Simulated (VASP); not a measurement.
Wanted: the native input for a VASP 6.6.1 run.

```
Task                   : single point
Functional             : PBEsol
Potentials or basis    : VASP PAW PBE potentials, release 64 (Re)
Cutoff                 : 520 eV
k mesh                 : 14 × 14 × 4
Occupations            : gaussian, width 0.1 eV
Spin                   : no spin polarisation
Dipole correction      : no
Further INCAR settings : ALGO = Fast; EDIFF = 1e-06; NBANDS = 22
```

The structure of Re lies in POSCAR:

```
Re
1.0
    2.8458657037     -0.0202776196      0.0000000000
   -1.4404937855      2.5586543394      0.0000000000
    0.0000000000      0.0000000000      8.8159360390
Re
4
Direct
   -0.0239365901      0.0293268418     -0.0022211921
    0.3519719202      0.6739023521      0.2500000000
   -0.0239365901      0.0293268418      0.5022211921
    0.6959012601      0.2674439642      0.7500000000
```

This cell differs from its parent crystal: strained and its atoms moved.

These files were run (other wordings do the same):

INCAR

```
SYSTEM = Re
ALGO = Fast ; EDIFF = 1E-6
ENCUT = 520 ; GGA = PS
ISIF = 2 ; ISMEAR = 0
LASPH = .True. ; LCHARG = .False.
LREAL = .False. ; LWAVE = .False.
NBANDS = 22 ; NELM = 80
PREC = Accurate ; SIGMA = 0.1
```

KPOINTS

```
k-points
0
Gamma
  14 14 4
  0 0 0
```

Potentials or basis: VASP PAW PBE potentials, release 64 (Re).

Command:

```bash
$ cat potpaw_PBE.64/Re/POTCAR > POTCAR
$ mpirun -np 1 vasp_std > vasp.out
```

It gave:

| Property | Result |
| --- | --- |
| Pressure | -25.3 GPa |
| Largest force | 1.425 eV/Å |
| Band gap on the k mesh | zero (bands 14 and 15 overlap by 2.33 eV) |

Caveat: the cell differs from its parent crystal (strained and its atoms moved); the stress differs along the axes, from -37 to -14 GPa; the PAW data sets were made with another functional, which shifts forces and pressure a little; spin-orbit coupling is left out, which moves the levels of the heavy elements.

Wall time 4.6 min on 1 thread of Intel(R) Xeon(R) 6975P-C (Granite Rapids) (shared host), peak memory 0.44 GiB.
